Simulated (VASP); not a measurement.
# Ca (Im-3m) in VASP: notebook

Aim: see how the results for Ca move with the level of theory and the settings. Levels: revPBE, BLYP, RPBE, LDA. Tasks: single point.

Program: VASP 6.6.1. These are calculated values, not measurements. Logs are shortened: lines on timing, memory, paths and dates and some standing lists are left out, and cuts for length are marked.

## (1) The cell of the first run

Symmetry: Im-3m, No. 229, cubic system. Conventional cell: a = 4.448 Å, b = 4.448 Å, c = 4.448 Å, α = 90.00°, β = 90.00°, γ = 90.00°. Ca (site symmetry m-3m) has 14 Ca at 3.85 to 4.45 Å within 5.1 Å.

## (2) Single point, revPBE

INCAR reads:

```
PREC = Accurate ; ENCUT = 520
EDIFF = 1E-7 ; ISMEAR = -1
SIGMA = 0.05 ; LREAL = False
LASPH = True ; NELM = 60
ALGO = Normal ; ISIF = 2
LWAVE = False ; LCHARG = True
GGA = RE ; LELF = True
LVHAR = True ; NBANDS = 11
```

KPOINTS reads:

```
Automatic mesh
0
Gamma
  8 8 8
```

POSCAR reads:

```
Ca
1.0
   -2.2240213840      2.2240213840      2.2240213840
    2.2240213840     -2.2240213840      2.2240213840
    2.2240213840      2.2240213840     -2.2240213840
Ca
1
Direct
    0.0000000000      0.0000000000      0.0000000000
```

Potentials or basis: VASP PAW PBE potentials, release 64 (Ca_sv).

Command:

```sh
$ cat potpaw_PBE.64/Ca_sv/POTCAR > POTCAR
$ mpirun -np 1 vasp_std > vasp.out
```

OUTCAR:

```text
PREC = Accurate
   ENCUT = 520
   EDIFF = 1E-7
   ISMEAR = -1
   LREAL = False
   LASPH = True
   NELM = 60
   ISIF = 2
   GGA = RE

 ion  position               nearest neighbor table
   1  0.000  0.000  0.000-

  LATTYP: Found a body centered cubic cell.
 ALAT       =     4.4480427680

  Lattice vectors:

 A1 = (  -2.2240213840,   2.2240213840,   2.2240213840)
 A2 = (   2.2240213840,  -2.2240213840,   2.2240213840)
 A3 = (   2.2240213840,   2.2240213840,  -2.2240213840)

Analysis of symmetry for initial positions (statically):
=====================================================================
 Subroutine PRICEL returns:
 Original cell was already a primitive cell.

 Routine SETGRP: Setting up the symmetry group for a
 body centered cubic supercell.

 Subroutine GETGRP returns: Found 48 space group operations
 (whereof 48 operations were pure point group operations)
 out of a pool of 48 trial point group operations.

The static configuration has the point symmetry O_h .

Analysis of symmetry for dynamics (positions and initial velocities):
=====================================================================
 Subroutine PRICEL returns:
 Original cell was already a primitive cell.

 Routine SETGRP: Setting up the symmetry group for a
 body centered cubic supercell.

 Subroutine GETGRP returns: Found 48 space group operations
 (whereof 48 operations were pure point group operations)
 out of a pool of 48 trial point group operations.

The dynamic configuration has the point symmetry O_h .

 Subroutine INISYM returns: Found 48 space group operations
 (whereof 48 operations are pure point group operations),
 and found     1 'primitive' translations

----------------------------------------------------------------------------------------

                                     Primitive cell

  volume of cell :      44.0025

  direct lattice vectors                    reciprocal lattice vectors
    -2.224021384  2.224021384  2.224021384     0.000000000  0.224817982  0.224817982
     2.224021384 -2.224021384  2.224021384     0.224817982  0.000000000  0.224817982
     2.224021384  2.224021384 -2.224021384     0.224817982  0.224817982  0.000000000

  length of vectors
     3.852118034  3.852118034  3.852118034     0.317940640  0.317940640  0.317940640

  position of ions in fractional coordinates (direct lattice)
     0.000000000  0.000000000  0.000000000

  ion indices of the primitive-cell ions
   primitive index   ion index
                 1           1

----------------------------------------------------------------------------------------

 KPOINTS: Automatic mesh

Automatic generation of k-mesh.
 Grid dimensions read from file:
 generate k-points for:    8    8    8

 Generating k-lattice:

  Cartesian coordinates                     Fractional coordinates (reciprocal lattice)
     0.000000000  0.028102248  0.028102248     0.125000000  0.000000000  0.000000000
     0.028102248  0.000000000  0.028102248     0.000000000  0.125000000  0.000000000
     0.028102248  0.028102248  0.000000000     0.000000000  0.000000000  0.125000000

  Length of vectors
     0.039742580  0.039742580  0.039742580

  Shift w.r.t. Gamma in fractional coordinates (k-lattice)
     0.000000000  0.000000000  0.000000000

 Subroutine IBZKPT returns following result:
 ===========================================

 Found     29 irreducible k-points:

 Following reciprocal coordinates:
            Coordinates               Weight
  0.000000  0.000000  0.000000      1.000000
  0.125000  0.000000  0.000000     12.000000
  0.250000  0.000000  0.000000     12.000000
  0.375000  0.000000  0.000000     12.000000
  0.500000  0.000000  0.000000      6.000000
  0.125000  0.125000  0.000000     24.000000
[... 16 lines left out ...]
 -0.250000  0.250000  0.250000      6.000000
 -0.375000  0.375000  0.250000     24.000000
 [... further k-points ...]
   k-points           NKPTS =     29   k-points in BZ     NKDIM =     29   number of bands    NBANDS=     11
   number of dos      NEDOS =    301   number of ions     NIONS =      1
   total plane-waves  NPLWV =  27000
   dimension x,y,z NGX =    30 NGY =   30 NGZ =   30
   dimension x,y,z NGXF=    60 NGYF=   60 NGZF=   60
   ions per type =               1
   NGX,Y,Z   is equivalent  to a cutoff of  12.95, 12.95, 12.95 a.u.
   NGXF,Y,Z  is equivalent  to a cutoff of  25.89, 25.89, 25.89 a.u.
 SYSTEM =  unknown system
   PREC   = accura    normal or accurate (medium, high low for compatibility)
   ISTART =      0    job   : 0-new  1-cont  2-samecut
   ICHARG =      2    charge: 1-file 2-atom 10-const
   ISPIN  =      1    spin polarized calculation?
   LNONCOLLINEAR =      F non collinear calculations
   LSORBIT =      F    spin-orbit coupling
   LASPH  =      T    aspherical Exc in radial PAW
   ENCUT  =  520.0 eV  38.22 Ry    6.18 a.u.   7.16  7.16  7.16*2*pi/ulx,y,z
   NELM   =     60;   NELMIN=  2; NELMDL= -5     # of ELM steps
   EDIFF  = 0.1E-06   stopping-criterion for ELM
   LREAL  =      F    real-space projection
   EDIFFG = 0.1E-05   stopping-criterion for IOM
   NSW    =      0    number of steps for IOM
   IBRION =     -1    ionic relax: 0-MD 1-quasi-New 2-CG
   NFREE  =      0    steps in history (QN), initial steepest desc. (CG)
   ISIF   =      2    stress and relaxation
   ISYM   =      2    0-nonsym 1-usesym 2-fastsym
   POTIM  = 0.5000    time-step for ionic-motion
   TEBEG  =    0.0;   TEEND  =   0.0 temperature during run
   PSTRESS=    0.0 pullay stress
   NELECT =      10.0000    total number of electrons
   NUPDOWN=      -1.0000    fix difference up-down
   EMIN   =  10.00;   EMAX   =-10.00  energy-range for DOS
   EFERMI =   0.00;   METHOD = LEGACY
   ISMEAR =    -1;   SIGMA  =   0.05  broadening in eV -4-tet -1-fermi 0-gaus
   EFERMI_NEDOS =   21; number of points for ismear=-14 and -15
   IALGO  =     38    algorithm
   IMIX   =      4    mixing-type and parameters
     AMIX     =   0.40;   BMIX     =  1.00
     AMIX_MAG =   1.60;   BMIX_MAG =  1.00
  volume/ion in A,a.u.               =      44.00       296.94
  Fermi-wavevector in a.u.,A,eV,Ry     =   0.999039  1.887910 13.579694  0.998079
  Thomas-Fermi vector in A             =   2.131303
   LORBIT       =      0    0 simple, 1 ext, 2 COOP (PROOUT), +10 PAW based schemes
   GGA     = RE    functional components
   LHFCALC =     F    Hartree Fock is set to
   AEXX    =    0.0000 exact exchange contribution
   IVDW    =     0    specifies the selected vdW correction
   LEPSILON=     F    determine dielectric tensor
   LRPA    =     F    only Hartree local field effects (RPA)
 non-spin polarized calculation
  energy-cutoff  :      520.00
  volume of cell :       44.00
 maximum number of plane-waves:      1205
 NGX is ok and might be reduce to    30
   NGX = 15   NGY = 15   NGZ = 15

 number of electron      10.0000003 magnetization

 Free energy of the ion-electron system (eV)
  ---------------------------------------------------
  ext. energy  EPLUGINS =         0.00000000
  ---------------------------------------------------
  free energy    TOTEN  =        -1.75328062 eV

  energy without entropy =       -1.73973607  energy(sigma->0) =       -1.74650835

 E-fermi :   1.9025     XC(G=0):  -7.5107

 val. band max:        1.8929368421   @ k =   0.5000   0.5000   0.2500
 cond. band min:       1.9070019302   @ k =   0.5000   0.5000   0.2500
 fundamental gap:      0.0140650882
 Fermi energy:         1.9025024687

 k-point     1 :       0.0000    0.0000    0.0000
  band No.  band energies     occupation
      1     -40.3226      2.00000
      2     -21.1990      2.00000
      3     -21.1990      2.00000
      4     -21.1990      2.00000
      5      -2.0593      2.00000
      6       4.2055      0.00000
      7       4.2055      0.00000
      8       4.2055      0.00000
      9       5.2089      0.00000
     10       5.2089      0.00000
     11      11.8823      0.00000

 k-point     2 :       0.1250    0.0000    0.0000
  band No.  band energies     occupation
      1     -40.3208      2.00000
      2     -21.2166      2.00000
      3     -21.2049      2.00000
      4     -21.1989      2.00000
      5      -1.7887      2.00000
      6       4.0452      0.00000
      7       4.0735      0.00000
      8       4.4058      0.00000
      9       5.0549      0.00000
     10       5.2158      0.00000
     11      11.3671      0.00000

 k-point     3 :       0.2500    0.0000    0.0000
  band No.  band energies     occupation
      1     -40.3166      2.00000
      2     -21.2586      2.00000
      3     -21.2191      2.00000
      4     -21.1988      2.00000
      5      -1.0176      2.00000
      6       3.4781      0.00000
      7       3.6996      0.00000
      8       4.9686      0.00000
      9       5.0340      0.00000
     10       5.2703      0.00000
     11       9.4770      0.00000

 k-point     4 :       0.3750    0.0000    0.0000
  band No.  band energies     occupation
      1     -40.3124      2.00000
      2     -21.3002      2.00000
      3     -21.2333      2.00000
      4     -21.1987      2.00000
      5       0.1127      2.00000
      6       2.6183      0.00000
      7       3.3980      0.00000
      8       5.1259      0.00000
      9       5.3911      0.00000
     10       5.7322      0.00000
     11       7.7345      0.00000

 k-point     5 :       0.5000    0.0000    0.0000
  band No.  band energies     occupation
      1     -40.3106      2.00000
      2     -21.3172      2.00000
      3     -21.2392      2.00000
      4     -21.1987      2.00000
      5       1.0669      2.00000
      6       1.8473      1.50210
      7       3.2830      0.00000
      8       5.1111      0.00000
      9       5.4683      0.00000
     10       6.1803      0.00000
     11       7.0944      0.00000

 k-point     6 :       0.1250    0.1250    0.0000
  band No.  band energies     occupation
      1     -40.3178      2.00000
      2     -21.2455      2.00000
      3     -21.2116      2.00000
      4     -21.2031      2.00000
      5      -1.2667      2.00000
      6       3.7130      0.00000
      7       3.7847      0.00000
      8       4.7950      0.00000
      9       4.9141      0.00000
     10       5.3142      0.00000
     11      10.4759      0.00000

 k-point     7 :       0.2500    0.1250    0.0000
  band No.  band energies     occupation
      1     -40.3136      2.00000
      2     -21.2827      2.00000
      3     -21.2286      2.00000
      4     -21.2047      2.00000
      5      -0.3040      2.00000
      6       3.0351      0.00000
      7       3.4359      0.00000
      8       4.9848      0.00000
      9       5.4039      0.00000
     10       5.4736      0.00000
     11       8.4400      0.00000

 k-point     8 :       0.3750    0.1250    0.0000
  band No.  band energies     occupation
      1     -40.3106      2.00000
      2     -21.3078      2.00000
      3     -21.2424      2.00000
      4     -21.2050      2.00000
      5       0.8796      2.00000
      6       2.1888      0.00650
      7       3.2196      0.00000
      8       5.0665      0.00000
      9       5.4591      0.00000
     10       6.1587      0.00000
     11       7.1143      0.00000
[... 141 lines left out ...]
 k-point    19 :       0.5000    0.5000    0.1250
  band No.  band energies     occupation
      1     -40.3093      2.00000
      2     -21.3125      2.00000
      3     -21.2459      2.00000
      4     -21.2115      2.00000
      5       1.3196      1.99998
      6       1.8589      1.41011
      7       3.4666      0.00000
      8       4.6566      0.00000
      9       5.5421      0.00000
     10       6.1484      0.00000
     11       7.0403      0.00000

 k-point    20 :      -0.3750    0.5000    0.1250
  band No.  band energies     occupation
      1     -40.3083      2.00000
      2     -21.3004      2.00000
      3     -21.2590      2.00000
      4     -21.2210      2.00000
      5       1.2626      1.99999
      6       2.2846      0.00096
      7       3.3297      0.00000
      8       4.6773      0.00000
      9       5.3818      0.00000
     10       6.2019      0.00000
     11       7.1000      0.00000

 k-point    21 :      -0.3750   -0.3750    0.1250
  band No.  band energies     occupation
      1     -40.3072      2.00000
      2     -21.2855      2.00000
      3     -21.2855      2.00000
      4     -21.2227      2.00000
      5       2.0857      0.04997
      6       2.0857      0.04997
      7       2.7251      0.00000
      8       5.1640      0.00000
      9       5.1640      0.00000
     10       6.5551      0.00000
     11       7.0530      0.00000

 k-point    22 :       0.2500    0.2500    0.2500
  band No.  band energies     occupation
      1     -40.3099      2.00000
      2     -21.2566      2.00000
      3     -21.2566      2.00000
      4     -21.2566      2.00000
      5       2.2708      0.00126
      6       2.2708      0.00126
      7       2.2708      0.00126
      8       5.4546      0.00000
      9       5.5108      0.00000
     10       5.5108      0.00000
     11       7.6103      0.00000

 k-point    23 :      -0.2500    0.2500    0.2500
  band No.  band energies     occupation
      1     -40.3113      2.00000
      2     -21.2601      2.00000
      3     -21.2407      2.00000
      4     -21.2407      2.00000
      5      -0.0757      2.00000
      6       3.3645      0.00000
      7       4.0562      0.00000
      8       4.0562      0.00000
      9       5.0206      0.00000
     10       5.3833      0.00000
     11       9.6917      0.00000

 k-point    24 :      -0.3750    0.3750    0.2500
  band No.  band energies     occupation
      1     -40.3076      2.00000
      2     -21.2874      2.00000
      3     -21.2559      2.00000
      4     -21.2435      2.00000
      5       0.9099      2.00000
      6       2.6703      0.00000
      7       4.0413      0.00000
      8       4.2160      0.00000
      9       5.2589      0.00000
     10       5.5990      0.00000
     11       7.9821      0.00000

 [... further k-points ...]
[... 5 lines left out ...]
  --------------------------------------------------------------------------------------
  -------------------------------------------------------------------------------------
  Total        0.0025136      0.0025136      0.0025136     -0.0000000     -0.0000000      0.0000000
  in kB        0.0915225      0.0915225      0.0915225     -0.0000000     -0.0000000      0.0000000
  external PRESSURE =       0.0915225 kB  Pullay stress =       0.0000000 kB

 VOLUME and BASIS-vectors are now :
 -----------------------------------------------------------------------------
  energy-cutoff  :      520.00
  volume of cell :       44.00
      direct lattice vectors                 reciprocal lattice vectors
    -2.224021384  2.224021384  2.224021384     0.000000000  0.224817982  0.224817982
     2.224021384 -2.224021384  2.224021384     0.224817982  0.000000000  0.224817982
     2.224021384  2.224021384 -2.224021384     0.224817982  0.224817982  0.000000000

 POSITION                                       TOTAL-FORCE (eV/Angst)
 -----------------------------------------------------------------------------------
      0.00000      0.00000      0.00000        -0.000000      0.000000     -0.000000
 -----------------------------------------------------------------------------------
    total drift:                               -0.000000     -0.000000      0.000000

  FREE ENERGIE OF THE ION-ELECTRON SYSTEM (eV)
  ---------------------------------------------------
  free  energy   TOTEN  =        -1.7532806225 eV

  energy  without entropy=       -1.7397360720  energy(sigma->0) =       -1.74650835
```

Wall time 10 s (1 thread of Intel Xeon Platinum 8488C (Sapphire Rapids), shared host); peak memory 0.16 GiB.

Results:

```
Free energy            : -1.7533 eV
Pressure               : 0.0 GPa
Band gap on the k mesh : zero (band 5 reaches 2.27 eV, above the bottom of band 6 at 1.85 eV)
```

Levels at points of the mesh, in eV from the Fermi level:
| k point | band 2 | band 3 | band 4 | band 5 | band 6 | band 7 | band 8 | band 9 |
| --- | --- | --- | --- | --- | --- | --- | --- | --- |
| (0.00, 0.00, 0.00) | -23.10 | -23.10 | -23.10 | -3.96 | 2.30 | 2.30 | 2.30 | 3.31 |
| (0.50, 0.00, 0.00) | -23.22 | -23.14 | -23.10 | -0.84 | -0.06 | 1.38 | 3.21 | 3.57 |
| (0.50, 0.50, 0.50) | -23.19 | -23.19 | -23.19 | 0.13 | 0.13 | 3.79 | 3.79 | 3.79 |

Caveat: the PAW data sets were made with another functional, which shifts forces and pressure a little.

[end of part 1 of 2]
